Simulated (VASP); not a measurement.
# V (P-1) in VASP: further runs, part 2 of 2

VASP 6.6.1.

## Step 4: Single point, PBE, collinear spin, ferromagnetic start

INCAR

```
SYSTEM = V
  ALGO = Normal
  EDIFF = 1E-7
  ENCUT = 520
  GGA = PE
  ISIF = 2
  ISMEAR = -1
  ISPIN = 2
  LASPH = .TRUE.
  LCHARG = .FALSE.
  LMAXMIX = 4
  LORBIT = 11
  LREAL = .FALSE.
  LWAVE = .FALSE.
  MAGMOM = 2
  NBANDS = 16
  NELM = 150
  PREC = Accurate
  SIGMA = 0.05
```

KPOINTS

```
k-points
0
G
  11 12 13
  0 0 0
```

POSCAR

```
V
1.0
   -1.3777151500      1.6411906100      1.6479345300
    1.5049757200     -1.4912590400      1.6252635300
    1.2725458600      1.3860897500     -1.4980029600
V
1
Direct
    0.0000000000      0.0000000000      0.0000000000
```

Potentials or basis: VASP PAW PBE potentials, release 64 (V_sv).

Started as:

```bash
$ cat potpaw_PBE.64/V_sv/POTCAR > POTCAR
$ mpirun -np 1 vasp_std > vasp.out
```

OUTCAR:

```text
SYSTEM = V
   EDIFF = 1E-7
   ENCUT = 520
   GGA = PE
   ISIF = 2
   ISMEAR = -1
   ISPIN = 2
   LASPH = .TRUE.
   LORBIT = 11
   LREAL = .FALSE.
   NELM = 150
   PREC = Accurate

 ion  position               nearest neighbor table
   1  0.000  0.000  0.000-

  LATTYP: Found a triclinic cell.
 ALAT       =     3.2791005273
 B/A-ratio  =     1.2970000195
 C/A-ratio  =     0.8243726133
 COS(alpha) =     0.0090842405
 COS(beta)  =     0.6165063658
 COS(gamma) =     0.7042340772

  Lattice vectors:

 A1 = (  -0.1272605700,  -0.1499315700,  -3.2731980600)
 A2 = (  -0.2324298600,   2.8773487900,  -3.1232664900)
 A3 = (   1.3777151500,  -1.6411906100,  -1.6479345300)

Analysis of symmetry for initial positions (statically):
=====================================================================
 Subroutine PRICEL returns:
 Original cell was already a primitive cell.

 Routine SETGRP: Setting up the symmetry group for a
 triclinic supercell.

 Subroutine GETGRP returns: Found  2 space group operations
 (whereof  2 operations were pure point group operations)
 out of a pool of  2 trial point group operations.

The static configuration has the point symmetry S_2 .

Analysis of symmetry for dynamics (positions and initial velocities):
=====================================================================
 Subroutine PRICEL returns:
 Original cell was already a primitive cell.

 Routine SETGRP: Setting up the symmetry group for a
 triclinic supercell.

 Subroutine GETGRP returns: Found  2 space group operations
 (whereof  2 operations were pure point group operations)
 out of a pool of  2 trial point group operations.

The dynamic configuration has the point symmetry S_2 .

Analysis of structural, dynamic, and magnetic symmetry:
=====================================================================
 Subroutine PRICEL returns:
 Original cell was already a primitive cell.

 Routine SETGRP: Setting up the symmetry group for a
 triclinic supercell.

 Subroutine GETGRP returns: Found  2 space group operations
 (whereof  2 operations were pure point group operations)
 out of a pool of  2 trial point group operations.

The overall configuration has the point symmetry S_2 .

 Subroutine INISYM returns: Found  2 space group operations
 (whereof  2 operations are pure point group operations),
 and found     1 'primitive' translations

----------------------------------------------------------------------------------------

                                     Primitive cell

  volume of cell :      13.6852

  direct lattice vectors                    reciprocal lattice vectors
    -1.377715150  1.641190610  1.647934530    -0.001377445  0.315864549  0.291096722
     1.504975720 -1.491259040  1.625263530     0.346555517 -0.002429691  0.292148968
     1.272545860  1.386089750 -1.498002960     0.374481305  0.344842583 -0.030355479

  length of vectors
[... 59 lines left out ...]
  0.454545  0.166667 -0.000000      2.000000
 -0.454545  0.166667  0.000000      2.000000
 [... further k-points ...]
   k-points           NKPTS =    859   k-points in BZ     NKDIM =    859   number of bands    NBANDS=     16
   number of dos      NEDOS =    301   number of ions     NIONS =      1
   total plane-waves  NPLWV =   7200
   dimension x,y,z NGX =    20 NGY =   20 NGZ =   18
   dimension x,y,z NGXF=    40 NGYF=   40 NGZF=   36
   ions per type =               1
   NGX,Y,Z   is equivalent  to a cutoff of  12.30, 12.45, 12.44 a.u.
   NGXF,Y,Z  is equivalent  to a cutoff of  24.60, 24.90, 24.88 a.u.
 SYSTEM =  V
   PREC   = accura    normal or accurate (medium, high low for compatibility)
   ISTART =      0    job   : 0-new  1-cont  2-samecut
   ICHARG =      2    charge: 1-file 2-atom 10-const
   ISPIN  =      2    spin polarized calculation?
   LNONCOLLINEAR =      F non collinear calculations
   LSORBIT =      F    spin-orbit coupling
   LASPH  =      T    aspherical Exc in radial PAW
   ENCUT  =  520.0 eV  38.22 Ry    6.18 a.u.   5.03  4.96  4.47*2*pi/ulx,y,z
   NELM   =    150;   NELMIN=  2; NELMDL= -5     # of ELM steps
   EDIFF  = 0.1E-06   stopping-criterion for ELM
   LREAL  =      F    real-space projection
   EDIFFG = 0.1E-05   stopping-criterion for IOM
   NSW    =      0    number of steps for IOM
   IBRION =     -1    ionic relax: 0-MD 1-quasi-New 2-CG
   NFREE  =      0    steps in history (QN), initial steepest desc. (CG)
   ISIF   =      2    stress and relaxation
   ISYM   =      2    0-nonsym 1-usesym 2-fastsym
   POTIM  = 0.5000    time-step for ionic-motion
   TEBEG  =    0.0;   TEEND  =   0.0 temperature during run
   PSTRESS=    0.0 pullay stress
   NELECT =      13.0000    total number of electrons
   NUPDOWN=      -1.0000    fix difference up-down
   EMIN   =  10.00;   EMAX   =-10.00  energy-range for DOS
   EFERMI =   0.00;   METHOD = LEGACY
   ISMEAR =    -1;   SIGMA  =   0.05  broadening in eV -4-tet -1-fermi 0-gaus
   EFERMI_NEDOS =   21; number of points for ismear=-14 and -15
   IALGO  =     38    algorithm
   IMIX   =      4    mixing-type and parameters
     AMIX     =   0.40;   BMIX     =  1.00
     AMIX_MAG =   1.60;   BMIX_MAG =  1.00
  volume/ion in A,a.u.               =      13.69        92.35
  Fermi-wavevector in a.u.,A,eV,Ry     =   1.609306  3.041147 35.237248  2.589865
  Thomas-Fermi vector in A             =   2.705037
   LORBIT       =     11    0 simple, 1 ext, 2 COOP (PROOUT), +10 PAW based schemes
   GGA     = PE    functional components
   LHFCALC =     F    Hartree Fock is set to
   AEXX    =    0.0000 exact exchange contribution
   IVDW    =     0    specifies the selected vdW correction
   LEPSILON=     F    determine dielectric tensor
   LRPA    =     F    only Hartree local field effects (RPA)
 spin polarized calculation
  energy-cutoff  :      520.00
  volume of cell :       13.69
 maximum number of plane-waves:       377
   NGX =  9   NGY =  9   NGZ =  9

 number of electron      13.0000001 magnetization      -0.0000634

 number of electron      13.0000001 magnetization       0.0001167

 Free energy of the ion-electron system (eV)
  ---------------------------------------------------
  ext. energy  EPLUGINS =         0.00000000
  ---------------------------------------------------
  free energy    TOTEN  =        -8.92389223 eV

  energy without entropy =       -8.91200186  energy(sigma->0) =       -8.91794705

 E-fermi :   9.6445     XC(G=0): -12.7992

 val. band max:        9.6400272308   @ k =  -0.4545   0.1667   0.4615
 cond. band min:       9.6467586932   @ k =   0.4545   0.2500   0.3077
 fundamental gap:      0.0067314624
 Fermi energy:         9.6445407554

 spin component 1

 k-point     1 :       0.0000    0.0000    0.0000
  band No.  band energies     occupation
      1     -54.2233      1.00000
      2     -27.6994      1.00000
      3     -27.5846      1.00000
      4     -27.2411      1.00000
      5       2.9905      1.00000
      6       8.9190      1.00000
[... 435 lines left out ...]
      5       6.7560      1.00000
      6       8.3901      1.00000
[... 8 lines left out ...]
     15      37.9549      0.00000
     16      41.0365      0.00000

 [... further k-points ...]

 spin component 2

 k-point     1 :       0.0000    0.0000    0.0000
  band No.  band energies     occupation
      1     -54.2232      1.00000
      2     -27.6993      1.00000
      3     -27.5845      1.00000
      4     -27.2410      1.00000
      5       2.9905      1.00000
      6       8.9191      1.00000
[... 435 lines left out ...]
      5       6.7561      1.00000
      6       8.3902      1.00000
[... 8 lines left out ...]
     15      37.9550      0.00000
     16      41.0366      0.00000

 [... further k-points ...]

------------------------ aborting loop because EDIFF is reached ----------------------------------------

  FORCE on cell =-STRESS in cart. coord.  units (eV):
  Direction    XX          YY          ZZ          XY          YZ          ZX
  --------------------------------------------------------------------------------------
  -------------------------------------------------------------------------------------
  Total        0.6578080     -0.1322099     -0.7865804     -0.0377516     -0.2817347     -0.0933273
  in kB       77.0118384    -15.4782661    -92.0876634     -4.4197106    -32.9836527    -10.9261513
  external PRESSURE =     -10.1846971 kB  Pullay stress =       0.0000000 kB

 VOLUME and BASIS-vectors are now :
 -----------------------------------------------------------------------------
  energy-cutoff  :      520.00
  volume of cell :       13.69
      direct lattice vectors                 reciprocal lattice vectors
    -1.377715150  1.641190610  1.647934530    -0.001377445  0.315864549  0.291096722
     1.504975720 -1.491259040  1.625263530     0.346555517 -0.002429691  0.292148968
     1.272545860  1.386089750 -1.498002960     0.374481305  0.344842583 -0.030355479

 POSITION                                       TOTAL-FORCE (eV/Angst)
 -----------------------------------------------------------------------------------
      0.00000      0.00000      0.00000        -0.000000      0.000000     -0.000000
 -----------------------------------------------------------------------------------
    total drift:                                0.000000     -0.000000      0.000000

  FREE ENERGIE OF THE ION-ELECTRON SYSTEM (eV)
  ---------------------------------------------------
  free  energy   TOTEN  =        -8.9238922299 eV

  energy  without entropy=       -8.9120018644  energy(sigma->0) =       -8.91794705

 total charge

# of ion       s       p       d       tot
------------------------------------------
    1        2.339   6.214   3.107  11.659

 magnetization (x)

# of ion       s       p       d       tot
------------------------------------------
    1        0.000   0.000   0.000   0.000
```

OSZICAR:

```text
N       E                     dE             d eps       ncg     rms          rms(c)
DAV:   1     0.937642609548E+02    0.93764E+02   -0.64997E+03 55512   0.890E+02
DAV:   2    -0.808830345530E+01   -0.10185E+03   -0.97629E+02 59648   0.271E+02
DAV:   3    -0.962551939610E+01   -0.15372E+01   -0.15353E+01 63360   0.364E+01
DAV:   4    -0.963158614068E+01   -0.60667E-02   -0.60667E-02 64736   0.240E+00
DAV:   5    -0.963163965783E+01   -0.53517E-04   -0.53517E-04 64256   0.210E-01    0.196E+01
DAV:   6    -0.889796139671E+01    0.73368E+00   -0.16393E+00 57904   0.203E+01    0.306E+00
DAV:   7    -0.892077754606E+01   -0.22816E-01   -0.12588E-01 64120   0.346E+00    0.238E+00
DAV:   8    -0.892664474865E+01   -0.58672E-02   -0.71807E-03 58280   0.101E+00    0.898E-01
DAV:   9    -0.892357954190E+01    0.30652E-02   -0.24445E-03 70136   0.547E-01    0.285E-01
DAV:  10    -0.892386090967E+01   -0.28137E-03   -0.64908E-04 59944   0.276E-01    0.617E-02
DAV:  11    -0.892388464022E+01   -0.23731E-04   -0.72902E-05 60856   0.957E-02    0.253E-02
DAV:  12    -0.892389397089E+01   -0.93307E-05   -0.10064E-05 61600   0.336E-02    0.735E-03
DAV:  13    -0.892389299743E+01    0.97345E-06   -0.59049E-07 62744   0.647E-03    0.390E-03
DAV:  14    -0.892389222972E+01    0.76771E-06   -0.15965E-07 51416   0.328E-03    0.879E-04
DAV:  15    -0.892389222986E+01   -0.13870E-09   -0.69029E-09 28120   0.809E-04
   1 F= -.89238922E+01 E0= -.89179470E+01  d E =-.118904E-01  mag=     0.0000
```

stdout:

```text
POSCAR found type information on POSCAR V
 POSCAR found :  1 types and       1 ions
 scaLAPACK will be used
 LDA part: xc-table for (Slater+PW92), standard interpolation
 POSCAR, INCAR and KPOINTS ok, starting setup
 FFT: planning ... GRIDC
 FFT: planning ... GRID_SOFT
 FFT: planning ... GRID
 WAVECAR not read
 entering main loop
```

Wall time 2.6 min (1 thread of Intel Xeon 6975P-C (Granite Rapids), shared host); peak memory 0.35 GiB.

What came out:

```yaml
Free_energy: -8.9239 eV
Pressure: -1.0 GPa
Net_moment: 0.00 μB per cell
Valence_electrons_inside_the_program's_atomic_spheres: V 11.66
```

Stress tensor (GPa, compression positive):
```
 7.70 -0.44 -1.09
-0.44 -1.55 -3.30
-1.09 -3.30 -9.21
```
